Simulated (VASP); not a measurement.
Wanted: the native input for a VASP 6.6.1 run.

- Task: single point
- Functional: PBE
- Potentials or basis: VASP PAW PBE potentials, release 64 (Si, O)
- Cutoff: 520 eV
- k mesh: 6 × 6 × 9
- Occupations: fermi-dirac, width 0.03 eV
- Spin: no spin polarisation
- Dipole correction: no
- Further INCAR settings: ALGO = Normal; EDIFF = 1e-06; NBANDS = 25

The structure of SiO2 lies in POSCAR:

```
SiO2
1.0
    4.0964980000      0.0000000000      0.0000000000
    0.0000000000      4.0964980000      0.0000000000
    0.0000000000      0.0000000000      2.6678000000
Si O
2 4
Direct
    0.0000000000      0.0000000000      0.0000000000
    0.5000000000      0.5000000000      0.5000000000
    0.3067000000      0.3067000000      0.0000000000
    0.1933000000      0.8067000000      0.5000000000
    0.6933000000      0.6933000000      0.0000000000
    0.8067000000      0.1933000000      0.5000000000
```

This cell differs from its parent crystal: equal xx and yy strain of -2 %.

The input as run:

INCAR

```
SYSTEM = SiO2
PREC     = Accurate       ! precision mode
ENCUT    = 520            ! plane-wave cutoff, eV
EDIFF    = 1E-6           ! SCF threshold, eV
ISMEAR   = -1             ! smearing method
SIGMA    = 0.03           ! smearing width, eV
LREAL    = .FALSE.        ! projectors in reciprocal space
LASPH    = .TRUE.         ! aspherical terms in the spheres
NELM     = 100            ! most SCF steps
ALGO     = Normal         ! electronic algorithm
ISIF     = 2              ! what is computed and relaxed
LWAVE    = .FALSE.        ! write WAVECAR
LCHARG   = .TRUE.         ! write CHGCAR
GGA      = PE             ! functional
LELF     = .TRUE.         ! ELF
LVHAR    = .TRUE.       
NBANDS   = 25             ! bands
```

KPOINTS

```
Automatic mesh
0
G
  6 6 9
  0 0 0
```

Potentials or basis: VASP PAW PBE potentials, release 64 (Si, O).

Run with:

```sh
$ cat potpaw_PBE.64/Si/POTCAR potpaw_PBE.64/O/POTCAR > POTCAR
$ mpirun -np 1 vasp_std > vasp.out
```

Results of the run:

* Pressure: 25.2 GPa
* Largest force: 0.627 eV/Å
* Band gap on the k mesh: 6.27 eV, direct

Caveat: the cell differs from its parent crystal (equal xx and yy strain of -2 %).

It took 61 s on 1 thread of Intel Xeon 8259CL, with other jobs on the host, peak memory 0.17 GiB.
